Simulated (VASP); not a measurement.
# CoO in VASP: further runs, part 2 of 2

VASP 6.6.1. Earlier steps stand in the parts before.

### 4 Relaxation of cell and atoms, PBE+U, collinear spin, ferromagnetic start

This run uses another cell than the first one: it holds 2 atoms, not 4.

INCAR

```
PREC     = Accurate       # precision mode
ENCUT    = 600            # plane-wave cutoff, eV
EDIFF    = 1E-6           # SCF threshold, eV
ISMEAR   = 0              # smearing method
SIGMA    = 0.02           # smearing width, eV
LREAL    = F              # projectors in reciprocal space
LASPH    = T              # aspherical terms in the spheres
NELM     = 150            # most SCF steps
ALGO     = Normal         # electronic algorithm
ISIF     = 3              # what is computed and relaxed
LWAVE    = F              # write WAVECAR
LCHARG   = F              # write CHGCAR
ISPIN    = 2              # spin polarisation
MAGMOM   = 3 0            # initial moments
LORBIT   = 11             # projections on sites
LMAXMIX  = 4              # l up to which the mixer works
LDAU     = T              # DFT+U
LDAUTYPE = 2            
LDAUL    = 2 -1           # shell
LDAUU    = 3.32 0         # U, eV
LDAUJ    = 0 0          
LDAUPRINT= 1            
GGA      = PE             # functional
IBRION   = 2              # ionic algorithm
NSW      = 80             # ionic steps
EDIFFG   = -0.01          # ionic threshold
```

KPOINTS

```
Automatic mesh
0
Gamma
  10 10 10
```

POSCAR

```
CoO
1.0
    2.6612513074      0.0000000000      0.0000000000
    0.0000000000      2.6612513074      0.0000000000
    0.0000000000      0.0000000000      2.6612513074
Co O
1 1
Direct
    0.0000000000      0.0000000000      0.0000000000
    0.5000000000      0.5000000000      0.5000000000
```

Launch:

```bash
cat potpaw_PBE.64/Co/POTCAR potpaw_PBE.64/O/POTCAR > POTCAR
mpirun -np 1 vasp_std > vasp.out
```

Wall time 39 s (1 thread of AMD EPYC 9R45 (Zen 5), shared host); peak memory 0.14 GiB.

The run converged. Its results:

* Free energy: -11.2967 eV
* Relaxed volume: 9.20 Å³/atom
* Relaxed cell: a = 2.640 Å, b = 2.640 Å, c = 2.640 Å, α = 90.00°, β = 90.00°, γ = 90.00°
* Space group after relaxing (to 0.1 Å): Pm-3m (No. 221)
* Energy gained by relaxing: 2.8 meV/atom
* Ionic steps: 3
* Pressure after relaxing: 0.0 GPa
* Band gap on the k mesh: 1.18 eV (least direct gap 1.65 eV)
* Net moment: 3.00 μB per cell
* Site moments: Co +2.69; O +0.27 μB
* Valence electrons inside the program's atomic spheres: Co 7.73; O 4.96

Step by step:
```
step  energy change (eV)  largest force (eV/Å)  pressure (GPa)  volume (Å³)
   1              0.0000                0.0000           -4.05        18.85
   2             -0.0044                0.0000            2.18        18.20
   3             -0.0057                0.0000            0.04        18.41
```

Final structure:
```
Co O
1.0
     2.64044    0.00000    0.00000
     0.00000    2.64044    0.00000
     0.00000    0.00000    2.64044
Co O
1 1
Direct
  0.00000 0.00000 0.00000
  0.50000 0.50000 0.50000
```

Levels at points of the mesh, in eV from the valence-band top:
Spin up:
| k point | band 6 | band 7 | band 8 | band 9 | band 10 | band 11 | band 12 | band 13 |
| --- | --- | --- | --- | --- | --- | --- | --- | --- |
| (0.00, 0.00, 0.00) | -4.16 | -1.60 | -1.60 | -1.60 | 1.18 | 15.07 | 15.07 | 20.07 |
| (0.50, 0.00, 0.00) | -4.10 | -2.24 | 0.00 | 0.00 | 6.62 | 8.51 | 17.04 | 17.86 |
| (0.50, 0.50, 0.00) | -4.57 | -4.46 | -2.51 | -0.66 | 5.68 | 11.66 | 11.66 | 16.28 |
| (0.50, 0.50, 0.50) | -2.47 | -0.71 | -0.71 | -0.71 | 7.23 | 7.23 | 7.23 | 14.45 |
Spin down:
| k point | band 2 | band 3 | band 4 | band 5 | band 6 | band 7 | band 8 | band 9 | band 10 | band 11 |
| --- | --- | --- | --- | --- | --- | --- | --- | --- | --- | --- |
| (0.00, 0.00, 0.00) | -3.63 | -3.63 | -1.09 | -1.09 | -1.09 | 1.89 | 2.52 | 2.52 | 2.52 | 15.48 |
| (0.50, 0.00, 0.00) | -7.27 | -3.30 | -1.58 | -1.58 | -0.73 | 2.62 | 3.40 | 3.40 | 7.12 | 9.37 |
| (0.50, 0.50, 0.00) | -4.68 | -4.68 | -3.12 | -0.84 | -0.14 | 1.51 | 1.81 | 1.81 | 6.72 | 12.23 |
| (0.50, 0.50, 0.50) | -4.70 | -4.70 | -4.70 | -0.80 | -0.80 | 3.73 | 3.73 | 3.73 | 7.69 | 7.69 |

Eigenvalues of the final occupation matrices:
| site | spin | trace | eigenvalues |
| --- | --- | --- | --- |
| site 1 d | 1 | 4.90 | 0.96 0.96 0.99 0.99 0.99 |
| site 1 d | 2 | 2.23 | 0.11 0.11 0.11 0.95 0.95 |

Caveat: a cell with one magnetic atom can't hold antiferromagnetic order, which such compounds often take.

### 5 Single point, PBE+U, collinear spin, antiferromagnetic start

This run uses another cell than the first one, of 9.27 Å³/atom.

INCAR

```
PREC     = Accurate       # precision mode
ENCUT    = 520            # plane-wave cutoff, eV
EDIFF    = 1E-7           # SCF threshold, eV
ISMEAR   = 0              # smearing method
SIGMA    = 0.02           # smearing width, eV
LREAL    = F              # projectors in reciprocal space
LASPH    = T              # aspherical terms in the spheres
NELM     = 150            # most SCF steps
ALGO     = Normal         # electronic algorithm
ISIF     = 2              # what is computed and relaxed
LWAVE    = F              # write WAVECAR
LCHARG   = F              # write CHGCAR
ISPIN    = 2              # spin polarisation
MAGMOM   = 3 -3 0 0       # initial moments
LORBIT   = 11             # projections on sites
LMAXMIX  = 4              # l up to which the mixer works
LDAU     = T              # DFT+U
LDAUTYPE = 2            
LDAUL    = 2 -1           # shell
LDAUU    = 3.32 0         # U, eV
LDAUJ    = 0 0          
LDAUPRINT= 1            
GGA      = PE             # functional
NBANDS   = 27             # bands
```

KPOINTS

```
Automatic mesh
0
Gamma
  10 10 5
```

POSCAR

```
CoO
1.0
    2.6435042771      0.0000000000      0.0000000000
    0.0000000000      2.6435042771      0.0000000000
    0.0000000000      0.0000000000      5.3050933270
Co O
2 2
Direct
    0.0000000000      1.0000000000      1.0000000000
    0.0000000000      1.0000000000      0.5000000000
    0.5000000000      0.5000000000      0.2500000000
    0.5000000000      0.5000000000      0.7500000000
```

Launch:

```bash
cat potpaw_PBE.64/Co/POTCAR potpaw_PBE.64/O/POTCAR > POTCAR
mpirun -np 1 vasp_std > vasp.out
```

Wall time 71 s (1 thread of AMD EPYC 9R45 (Zen 5), shared host); peak memory 0.19 GiB.

The run converged. Its results:

```
Free energy                                           : -22.8064 eV
Pressure                                              : -3.8 GPa
Band gap on the k mesh                                : 1.63 eV
Net moment                                            : 0.00 μB per cell
Site moments                                          : Co +2.61, -2.61; O +0.00 μB
Valence electrons inside the program's atomic spheres : Co 7.74; O 4.95
```

Stress tensor (GPa, compression positive):
```
-3.73  0.00  0.00
 0.00 -3.73  0.00
 0.00  0.00 -3.90
```

Levels at points of the mesh, in eV from the valence-band top:
Spin up:
| k point | band 13 | band 14 | band 15 | band 16 | band 17 | band 18 |
| --- | --- | --- | --- | --- | --- | --- |
| (0.00, 0.00, 0.00) | -1.12 | -0.61 | -0.61 | 1.63 | 2.73 | 3.15 |
| (0.50, 0.00, 0.00) | -0.77 | -0.64 | -0.33 | 2.41 | 2.76 | 2.86 |
| (0.50, 0.50, 0.00) | -1.17 | -0.58 | -0.36 | 2.95 | 3.09 | 3.09 |
Spin down:
```tsv
k point	band 11	band 12	band 13	band 14	band 15	band 16	band 17	band 18	band 19	band 20
(0.00, 0.00, 0.00)	-1.25	-1.25	-1.12	-0.61	-0.61	1.63	2.73	3.15	3.15	7.00
(0.50, 0.00, 0.00)	-1.89	-0.85	-0.77	-0.64	-0.33	2.41	2.76	2.86	6.32	6.97
(0.50, 0.50, 0.00)	-2.10	-2.10	-1.17	-0.58	-0.36	2.95	3.09	3.09	6.38	7.62
```

Eigenvalues of the final occupation matrices:
| site | spin | trace | eigenvalues |
| --- | --- | --- | --- |
| site 1 d | 1 | 4.88 | 0.96 0.96 0.98 0.99 0.99 |
| site 1 d | 2 | 2.27 | 0.12 0.12 0.13 0.95 0.95 |
| site 2 d | 1 | 2.27 | 0.12 0.12 0.13 0.95 0.95 |
| site 2 d | 2 | 4.88 | 0.96 0.96 0.98 0.99 0.99 |

Caveat: the cell stands under tension. The state reached can hang on the start; a lower one may exist.

### 6 Summary

```tsv
task	spin	cell	k mesh	cutoff (eV)	gap on the mesh (eV)	pressure (GPa)	moment (μB)	relaxed volume (Å³/atom)
single point	collinear, antiferromagnetic start	a = 3.764, b = 3.764, c = 5.323 Å, angles 45.0, 45.0, 60.0°, 4 atoms, atomic positions A	10 × 10 × 5	520	1.51	-6.4	0.00	-
relaxation of cell and atoms	collinear, ferromagnetic start	relaxed from a = 2.660 Å, 2 atoms, atomic positions B	10 × 10 × 10	600	1.18	0.0	3.00	9.20
relaxation of cell and atoms	collinear, ferromagnetic start	relaxed from a = 2.661 Å, 2 atoms, atomic positions B	10 × 10 × 10	600	1.18	0.0	3.00	9.20
single point	collinear, antiferromagnetic start	a = 2.644, b = 2.644, c = 5.305 Å, 4 atoms, atomic positions A	10 × 10 × 5	520	1.63	-3.8	0.00	-
```

Alike in all rows: level PBE+U; potentials or basis VASP PAW PBE potentials, release 64 (Co, O); Co d U = 3.32 eV; smearing gaussian 0.02 eV.

Caveats: the cell stands under tension (at least some runs); a cell with one magnetic atom can't hold antiferromagnetic order, which such compounds often take (at least some runs).

Absolute energies hang on the potentials; compare differences alone.
